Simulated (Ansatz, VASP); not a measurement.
One calculation of Ni, two programs

```
Ni
1.0
     0.00000    1.76835    1.76835
     1.76835    0.00000    1.76835
     3.53670    3.53670    0.00000
Ni
2
Cartesian
  0.0000 0.0000 0.0000
  1.7684 1.7684 0.0000
```

Alike in both runs: task single point; functional r2SCAN; k mesh 14 × 14 × 7; occupations gaussian, width 0.1 eV; collinear spin.

|  | VASP | Ansatz |
| --- | --- | --- |
| version | VASP 6.6.1 | Ansatz 0.2.0 |
| potentials or method | VASP PAW PBE potentials, release 64 (Ni), cutoff 520 eV | PAW, plane waves, scalar-relativistic |
| valence electrons in the cell | 20 | 36 |

Ansatz gave:

- pressure (GPa): -9.9
- traceless stress, the component that is largest in VASP (GPa): 1.49
- net moment per atom (μB): 0.00
- size of the moment on the site where the two differ most (μB): 0.60

Q: Estimate VASP's values.

A: Pressure (GPa): -9.5; traceless stress, the component that is largest in VASP (GPa): 1.42; net moment per atom (μB): 0.00; size of the moment on the site where the two differ most (μB): 0.56.

VASP's potentials were made for PBE, not for r2SCAN. Site moments also hang on the region over which each program counts them. VASP's potentials hold 20 valence electrons a cell and Ansatz's 36, so a difference there can come from the potentials and not from the codes. Ansatz's warnings: stability check not made.
